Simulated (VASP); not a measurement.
# ZnS (P6_3mc) in VASP: further runs

ZnS is run at these levels: PBE; tasks: relaxation of cell and atoms.

Everything below comes from runs of VASP 6.6.1. Logs are shortened: lines on timing, memory, paths and dates and some standing lists are left out, and cuts for length are marked.

## Step 1: The cell of the first run

Symmetry: P6_3mc, No. 186, hexagonal system. The conventional cell has a = 3.722 Å, b = 3.722 Å, c = 6.125 Å, α = 90.00°, β = 90.00°, γ = 120.00°. Zn (site symmetry 3m) has 4 S at 2.28 to 2.29 Å within 3.0 Å. S (site symmetry 3m) has 4 Zn at 2.28 to 2.29 Å within 3.0 Å.

## Step 2: Relaxation of cell and atoms, PBE, target pressure 15 GPa, at which the enthalpy is minimised

INCAR

```
ALGO = Normal ; EDIFF = 1E-7
EDIFFG = -0.001 ; ENCUT = 500
GGA = PE ; GGA_COMPAT = False
IBRION = 2 ; ISIF = 3
ISMEAR = 0 ; LASPH = True
LCHARG = False ; LREAL = False
LWAVE = False ; NELM = 120
NELMIN = 4 ; NSW = 80
PREC = Accurate ; PSTRESS = 150.0
SIGMA = 0.01
```

KPOINTS

```
k-points
0
Gamma
  12 12 6
```

POSCAR

```
ZnS
1.0
    3.7220689806      0.0000000000      0.0000000000
   -1.8610344903      3.2234062918      0.0000000000
    0.0000000000      0.0000000000      6.1254196415
Zn S
2 2
Direct
    0.3333333333      0.6666666667      0.0058735951
    0.6666666667      0.3333333333      0.5058735951
    0.3333333333      0.6666666667      0.3791264049
    0.6666666667      0.3333333333      0.8791264049
```

Potentials or basis: VASP PAW PBE potentials, release 64 (Zn, S).

The run is started by

```sh
$ cat potpaw_PBE.64/Zn/POTCAR potpaw_PBE.64/S/POTCAR > POTCAR
$ mpirun -np 1 vasp_std > vasp.out
```

OUTCAR:

```text
EDIFF = 1E-7
   EDIFFG = -0.001
   ENCUT = 500
   GGA = PE
   IBRION = 2
   ISIF = 3
   ISMEAR = 0
   LASPH = True
   LREAL = False
   NELM = 120
   NELMIN = 4
   NSW = 80
   PREC = Accurate
   PSTRESS = 150.0

 ion  position               nearest neighbor table
   1  0.333  0.667  0.006-   4 2.28   4 2.28   4 2.28   3 2.29
   2  0.667  0.333  0.506-   3 2.28   3 2.28   3 2.28   4 2.29
   3  0.333  0.667  0.379-   2 2.28   2 2.28   2 2.28   1 2.29
   4  0.667  0.333  0.879-   1 2.28   1 2.28   1 2.28   2 2.29

  LATTYP: Found a hexagonal cell.
 ALAT       =     3.7220689806
 C/A-ratio  =     1.6457028802

  Lattice vectors:

 A1 = (   3.7220689806,   0.0000000000,   0.0000000000)
 A2 = (  -1.8610344903,   3.2234062918,   0.0000000000)
 A3 = (   0.0000000000,   0.0000000000,   6.1254196415)

Analysis of symmetry for initial positions (statically):
=====================================================================
 Subroutine PRICEL returns:
 Original cell was already a primitive cell.

 Routine SETGRP: Setting up the symmetry group for a
 hexagonal supercell.

 Subroutine GETGRP returns: Found 12 space group operations
 (whereof  6 operations were pure point group operations)
 out of a pool of 24 trial point group operations.

The static configuration has the point symmetry C_3v.
 The point group associated with its full space group is C_6v.

Analysis of symmetry for dynamics (positions and initial velocities):
=====================================================================
 Subroutine PRICEL returns:
 Original cell was already a primitive cell.

 Routine SETGRP: Setting up the symmetry group for a
 hexagonal supercell.

 Subroutine GETGRP returns: Found 12 space group operations
 (whereof  6 operations were pure point group operations)
 out of a pool of 24 trial point group operations.

The dynamic configuration has the point symmetry C_3v.
 The point group associated with its full space group is C_6v.

 Subroutine INISYM returns: Found 12 space group operations
 (whereof  6 operations are pure point group operations),
 and found     1 'primitive' translations

----------------------------------------------------------------------------------------

                                     Primitive cell

  volume of cell :      73.4912

  direct lattice vectors                    reciprocal lattice vectors
     3.722068981  0.000000000  0.000000000     0.268667777  0.155115414  0.000000000
    -1.861034490  3.223406292  0.000000000     0.000000000  0.310230827  0.000000000
     0.000000000  0.000000000  6.125419641     0.000000000  0.000000000  0.163254121

  length of vectors
     3.722068981  3.722068981  6.125419641     0.310230827  0.310230827  0.163254121

  position of ions in fractional coordinates (direct lattice)
     0.333333333  0.666666667  0.005873595
     0.666666667  0.333333333  0.505873595
     0.333333333  0.666666667  0.379126405
     0.666666667  0.333333333  0.879126405

  ion indices of the primitive-cell ions
   primitive index   ion index
                 1           1
                 2           2
                 3           3
                 4           4

----------------------------------------------------------------------------------------

 KPOINTS: k-points

Automatic generation of k-mesh.
 Grid dimensions read from file:
 generate k-points for:   12   12    6

 Generating k-lattice:

  Cartesian coordinates                     Fractional coordinates (reciprocal lattice)
     0.022388981  0.012926284  0.000000000     0.083333333  0.000000000  0.000000000
     0.000000000  0.025852569  0.000000000     0.000000000  0.083333333  0.000000000
     0.000000000  0.000000000  0.027209020     0.000000000  0.000000000  0.166666667

  Length of vectors
     0.025852569  0.025852569  0.027209020

  Shift w.r.t. Gamma in fractional coordinates (k-lattice)
     0.000000000  0.000000000  0.000000000

 Subroutine IBZKPT returns following result:
 ===========================================

 Found     76 irreducible k-points:

 Following reciprocal coordinates:
            Coordinates               Weight
  0.000000  0.000000  0.000000      1.000000
  0.083333 -0.000000  0.000000      6.000000
  0.166667 -0.000000  0.000000      6.000000
  0.250000  0.000000  0.000000      6.000000
  0.333333  0.000000  0.000000      6.000000
  0.416667  0.000000  0.000000      6.000000
[... 16 lines left out ...]
  0.250000  0.000000  0.166667     12.000000
  0.333333  0.000000  0.166667     12.000000
 [... further k-points ...]
   k-points           NKPTS =     76   k-points in BZ     NKDIM =     76   number of bands    NBANDS=     22
   number of dos      NEDOS =    301   number of ions     NIONS =      4
   total plane-waves  NPLWV =  37632
   dimension x,y,z NGX =    28 NGY =   28 NGZ =   48
   dimension x,y,z NGXF=    56 NGYF=   56 NGZF=   96
   ions per type =               2   2
   NGX,Y,Z   is equivalent  to a cutoff of  12.51, 12.51, 13.03 a.u.
   NGXF,Y,Z  is equivalent  to a cutoff of  25.01, 25.01, 26.05 a.u.
 SYSTEM =  unknown system
   PREC   = accura    normal or accurate (medium, high low for compatibility)
   ISTART =      0    job   : 0-new  1-cont  2-samecut
   ICHARG =      2    charge: 1-file 2-atom 10-const
   ISPIN  =      1    spin polarized calculation?
   LNONCOLLINEAR =      F non collinear calculations
   LSORBIT =      F    spin-orbit coupling
   LASPH  =      T    aspherical Exc in radial PAW
   ENCUT  =  500.0 eV  36.75 Ry    6.06 a.u.   6.79  6.79 11.17*2*pi/ulx,y,z
   NELM   =    120;   NELMIN=  4; NELMDL= -5     # of ELM steps
   EDIFF  = 0.1E-06   stopping-criterion for ELM
   LREAL  =      F    real-space projection
   EDIFFG = -.1E-02   stopping-criterion for IOM
   NSW    =     80    number of steps for IOM
   IBRION =      2    ionic relax: 0-MD 1-quasi-New 2-CG
   NFREE  =      1    steps in history (QN), initial steepest desc. (CG)
   ISIF   =      3    stress and relaxation
   ISYM   =      2    0-nonsym 1-usesym 2-fastsym
   POTIM  = 0.5000    time-step for ionic-motion
   TEBEG  =    0.0;   TEEND  =   0.0 temperature during run
   PSTRESS=  150.0 pullay stress
   NELECT =      36.0000    total number of electrons
   NUPDOWN=      -1.0000    fix difference up-down
   EMIN   =  10.00;   EMAX   =-10.00  energy-range for DOS
   EFERMI =   0.00;   METHOD = LEGACY
   ISMEAR =     0;   SIGMA  =   0.01  broadening in eV -4-tet -1-fermi 0-gaus
   EFERMI_NEDOS =   21; number of points for ismear=-14 and -15
   IALGO  =     38    algorithm
   IMIX   =      4    mixing-type and parameters
     AMIX     =   0.40;   BMIX     =  1.00
     AMIX_MAG =   1.60;   BMIX_MAG =  1.00
  volume/ion in A,a.u.               =      18.37       123.99
  Fermi-wavevector in a.u.,A,eV,Ry     =   1.290517  2.438724 22.659624  1.665435
  Thomas-Fermi vector in A             =   2.422344
   LORBIT       =      0    0 simple, 1 ext, 2 COOP (PROOUT), +10 PAW based schemes
   GGA     = PE    functional components
   LHFCALC =     F    Hartree Fock is set to
   AEXX    =    0.0000 exact exchange contribution
   IVDW    =     0    specifies the selected vdW correction
   LEPSILON=     F    determine dielectric tensor
   LRPA    =     F    only Hartree local field effects (RPA)
 conjugate gradient relaxation of ions
 non-spin polarized calculation
 Gauss-broadening in eV      SIGMA  =   0.01
  energy-cutoff  :      500.00
  volume of cell :       73.49
 maximum number of plane-waves:      1882
 NGX is ok and might be reduce to    28
   NGX = 13   NGY = 13   NGZ = 23

--------------------------------------- Ionic step        1  -------------------------------------------

 number of electron      36.0000016 magnetization

 Free energy of the ion-electron system (eV)
  ---------------------------------------------------
  ext. energy  EPLUGINS =         0.00000000
  ---------------------------------------------------
  free energy    TOTEN  =       -13.51793060 eV

  energy without entropy =      -13.51793060  energy(sigma->0) =      -13.51793060

 E-fermi :   2.9075     XC(G=0):  -9.9637

 val. band max:        2.8254982900   @ k =   0.0000   0.0000   0.0000
 cond. band min:       5.3266334007   @ k =   0.0000   0.0000   0.0000
 fundamental gap:      2.5011351107
 Fermi energy:         2.9074583658

 k-point     1 :       0.0000    0.0000    0.0000
  band No.  band energies     occupation
      1     -10.8723      2.00000
      2      -9.8102      2.00000
      3      -3.8439      2.00000
      4      -3.8196      2.00000
      5      -3.8196      2.00000
      6      -3.7248      2.00000
[... 589 lines left out ...]
     21       8.6944      0.00000
     22       9.2299      0.00000

 [... further k-points ...]
[... 5 lines left out ...]
  --------------------------------------------------------------------------------------
  -------------------------------------------------------------------------------------
  Total        3.7617600      3.7617600      3.7668283      0.0000000      0.0000000      0.0000000
  in kB       82.0099137     82.0099137     82.1204070      0.0000000      0.0000000      0.0000000
  external PRESSURE =     -67.9532552 kB  Pullay stress =     150.0000000 kB
[... 103 lines left out ...]
  energy  without entropy=      -13.2239171195  energy(sigma->0) =      -13.22391712

  enthalpy is  TOTEN    =        -6.7302957522 eV   P V=        6.4936213673

[... ionic steps 4 to 7 ...]

--------------------------------------- Ionic step        8  -------------------------------------------

 number of electron      35.9999999 magnetization

------------------------ aborting loop because EDIFF is reached ----------------------------------------
[... 75 lines left out ...]
--------------------------------------- Ionic step       10  -------------------------------------------

 number of electron      36.0000000 magnetization

 Free energy of the ion-electron system (eV)
  ---------------------------------------------------
  ext. energy  EPLUGINS =         0.00000000
  ---------------------------------------------------
  free energy    TOTEN  =       -13.22002567 eV

  energy without entropy =      -13.22002567  energy(sigma->0) =      -13.22002567

 E-fermi :   3.4900     XC(G=0): -10.2497

 val. band max:        3.4495754237   @ k =   0.0000   0.0000   0.0000
 cond. band min:       6.2128259261   @ k =   0.0000   0.0000   0.0000
 fundamental gap:      2.7632505024
 Fermi energy:         3.4900024491

 k-point     1 :       0.0000    0.0000    0.0000
  band No.  band energies     occupation
      1     -10.7296      2.00000
      2      -9.5533      2.00000
      3      -3.5383      2.00000
      4      -3.5004      2.00000
      5      -3.5004      2.00000
      6      -3.3939      2.00000
[... 589 lines left out ...]
     21       9.3055      0.00000
     22       9.9286      0.00000

 [... further k-points ...]
[... 5 lines left out ...]
  --------------------------------------------------------------------------------------
  -------------------------------------------------------------------------------------
  Total        6.4864788      6.4864788      6.4885101      0.0000000      0.0000000      0.0000000
  in kB      149.9312829    149.9312829    149.9782333      0.0000000      0.0000000      0.0000000
  external PRESSURE =      -0.0530670 kB  Pullay stress =     150.0000000 kB
[... 23 lines left out ...]
  energy  without entropy=      -13.2200256662  energy(sigma->0) =      -13.22002567

  enthalpy is  TOTEN    =        -6.7305739147 eV   P V=        6.4894517515

 reached required accuracy - stopping structural energy minimisation
```

Wall time 14 min (1 thread of Oxide Virtual Turin-like, shared host); peak memory 0.22 GiB.

What came out:

```
Free energy                                                : -13.2200 eV
Relaxed volume                                             : 17.33 Å³/atom
Relaxed cell                                               : a = 3.646 Å, b = 3.646 Å, c = 6.022 Å, α = 90.00°, β = 90.00°, γ = 120.00°
Space group after relaxing (to 0.1 Å)                      : P6_3mc (No. 186)
Energy change on relaxing (the run minimises the enthalpy) : +74.5 meV/atom
Ionic steps                                                : 10
Pressure after relaxing                                    : 15.0 GPa
Band gap on the k mesh                                     : 2.76 eV
```

The path:
```tsv
step	energy change (eV)	largest force (eV/Å)	pressure (GPa)	volume (Å³)
1	0.0000	0.0004	8.20	73.49
2	0.7478	0.0407	23.22	65.51
3	0.2940	0.0191	14.95	69.36
4	0.3016	0.0196	15.10	69.28
5	0.2924	0.0146	14.90	69.38
6	0.2907	0.0136	14.88	69.39
7	0.2929	0.0094	14.92	69.37
8	0.2954	0.0048	14.96	69.34
9	0.3004	0.0045	15.05	69.29
10	0.2979	0.0002	14.99	69.32
```

Final structure:
```
Zn S
1.0
     3.64560    0.00000    0.00000
    -1.82280    3.15718    0.00000
     0.00000    0.00000    6.02226
Zn S
2 2
Direct
  0.33333 0.66667 0.00650
  0.66667 0.33333 0.50650
  0.33333 0.66667 0.37850
  0.66667 0.33333 0.87850
```

Levels at points of the mesh, in eV from the valence-band top:
```tsv
k point	band 16	band 17	band 18	band 19	band 20	band 21
(0.00, 0.00, 0.00)	-0.15	0.00	0.00	2.76	3.37	6.21
(0.50, 0.00, 0.00)	-2.72	-2.12	-1.08	3.53	4.52	4.94
(0.00, 0.00, 0.50)	-0.57	-0.57	-0.57	3.92	3.92	6.70
(0.50, 0.00, 0.50)	-2.02	-1.96	-1.96	3.49	3.49	5.10
```

Caveat: the cell is relaxed towards a set pressure, so the run minimises the enthalpy, not the energy. A k mesh can miss the band edges.

## Step 3: Relaxation of cell and atoms, PBE, target pressure 8 GPa, at which the enthalpy is minimised

This run uses another cell than the first one, of 19.40 Å³/atom.

INCAR

```
SYSTEM = ZnS
PREC = Accurate
ENCUT = 500
EDIFF = 1E-7
ISMEAR = 0
SIGMA = 0.01
LREAL = .FALSE.
LASPH = .TRUE.
NELM = 120
ALGO = Normal
ISIF = 3
LWAVE = .FALSE.
LCHARG = .FALSE.
GGA = PE
IBRION = 2
NSW = 80
EDIFFG = -0.001
PSTRESS = 80.0
GGA_COMPAT = .FALSE.
NELMIN = 4
```

KPOINTS

```
Automatic mesh
0
G
  12 12 6
  0 0 0
```

POSCAR

```
ZnS
1.0
    3.7929593505      0.0000000000      0.0000000000
   -1.8964796753      3.2847991531      0.0000000000
    0.0000000000      0.0000000000      6.2276474148
Zn S
2 2
Direct
    0.3333333333      0.6666666667      0.0054712950
    0.6666666667      0.3333333333      0.5054712950
    0.3333333333      0.6666666667      0.3795287050
    0.6666666667      0.3333333333      0.8795287050
```

Potentials or basis: VASP PAW PBE potentials, release 64 (Zn, S).

The run is started by

```sh
$ cat potpaw_PBE.64/Zn/POTCAR potpaw_PBE.64/S/POTCAR > POTCAR
$ mpirun -np 1 vasp_std > vasp.out
```

It took 20 min on 1 thread of Oxide Virtual Turin-like, shared host; peak memory 0.23 GiB.

Results (log left out):

| Property | Result |
| --- | --- |
| Free energy | -13.5265 eV |
| Relaxed volume | 18.41 Å³/atom |
| Relaxed cell | a = 3.725 Å, b = 3.725 Å, c = 6.130 Å, α = 90.00°, β = 90.00°, γ = 120.00° |
| Space group after relaxing (to 0.1 Å) | P6_3mc (No. 186) |
| Energy change on relaxing (the run minimises the enthalpy) | +33.7 meV/atom |
| Ionic steps | 12 |
| Pressure after relaxing | 8.0 GPa |
| Band gap on the k mesh | 2.49 eV |

The path:
| step | energy change (eV) | largest force (eV/Å) | pressure (GPa) | volume (Å³) |
| --- | --- | --- | --- | --- |
| 1 | 0.0000 | 0.0004 | 3.16 | 77.59 |
| 2 | 0.2845 | 0.0233 | 11.72 | 71.20 |
| 3 | 0.1346 | 0.0134 | 7.99 | 73.65 |
| 4 | 0.1384 | 0.0137 | 8.10 | 73.57 |
| 5 | 0.1325 | 0.0103 | 7.93 | 73.69 |
| 6 | 0.1330 | 0.0106 | 7.96 | 73.68 |
| 7 | 0.1328 | 0.0104 | 7.94 | 73.68 |
| 8 | 0.1335 | 0.0066 | 7.95 | 73.67 |
| 9 | 0.1344 | 0.0020 | 7.98 | 73.65 |
| 10 | 0.1348 | 0.0000 | 8.02 | 73.64 |
| 11 | 0.1347 | 0.0006 | 7.98 | 73.64 |
| 12 | 0.1348 | 0.0003 | 8.00 | 73.64 |

Final structure:
```
CELL_PARAMETERS angstrom
3.72451 0.00000 0.00000
-1.86226 3.22552 0.00000
0.00000 0.00000 6.12983
ATOMIC_POSITIONS crystal
Zn 0.33333 0.66667 0.00587
Zn 0.66667 0.33333 0.50587
S 0.33333 0.66667 0.37913
S 0.66667 0.33333 0.87913
```

Levels at points of the mesh, in eV from the valence-band top:
| k point | band 16 | band 17 | band 18 | band 19 | band 20 | band 21 |
| --- | --- | --- | --- | --- | --- | --- |
| (0.00, 0.00, 0.00) | -0.11 | 0.00 | 0.00 | 2.49 | 3.24 | 6.27 |
| (0.50, 0.00, 0.00) | -2.48 | -1.90 | -0.98 | 3.61 | 4.40 | 5.03 |
| (0.00, 0.00, 0.50) | -0.52 | -0.52 | -0.52 | 3.76 | 3.76 | 6.74 |
| (0.50, 0.00, 0.50) | -1.82 | -1.79 | -1.79 | 3.53 | 3.53 | 5.17 |

Caveat: the cell is relaxed towards a set pressure, so the run minimises the enthalpy, not the energy. A k mesh can miss the band edges.
